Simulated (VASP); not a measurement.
A run of VASP 6.6.1:

INCAR

```
SYSTEM = PbS
PREC     = Accurate       ! precision mode
ENCUT    = 520            ! plane-wave cutoff, eV
EDIFF    = 1E-6           ! SCF threshold, eV
ISMEAR   = 0              ! smearing method
SIGMA    = 0.02           ! smearing width, eV
LREAL    = .FALSE.        ! projectors in reciprocal space
LASPH    = .TRUE.         ! aspherical terms in the spheres
NELM     = 100            ! most SCF steps
ALGO     = Normal         ! electronic algorithm
ISIF     = 2              ! what is computed and relaxed
LWAVE    = .FALSE.        ! write WAVECAR
LCHARG   = .TRUE.         ! write CHGCAR
GGA      = PE             ! functional
LELF     = .TRUE.         ! ELF
LVHAR    = .TRUE.       
NBANDS   = 28             ! bands
```

KPOINTS

```
Automatic mesh
0
G
  8 8 4
  0 0 0
```

File POSCAR:

```
PbS
1.0
    2.7774492750     -2.7247240000      0.0426666550
    2.7774492750      2.7247240000      0.0426666550
   -0.8502594296      0.0000000000     11.7177396119
Pb S
2 2
Direct
    0.7702302296      0.7702302296      0.6374510899
    0.2297697704      0.2297697704      0.3625489101
    0.2708024408      0.2708024408      0.6003529832
    0.7291975592      0.7291975592      0.3996470168
```

Potentials or basis: VASP PAW PBE potentials, release 64 (Pb_d, S).

The run is started by

```bash
$ cat potpaw_PBE.64/Pb_d/POTCAR potpaw_PBE.64/S/POTCAR > POTCAR
$ mpirun -np 1 vasp_std > vasp.out
```

Hardware: 1 thread of AMD EPYC 7R13 Processor (Zen 3), on a shared host.

Task: Estimate the wall time of this run.

Result: Run time: 4.9 min on 1 thread of AMD EPYC 7R13 Processor (Zen 3), on a shared host, peak memory 0.44 GiB. Counts: scf iterations 15, k points 78.
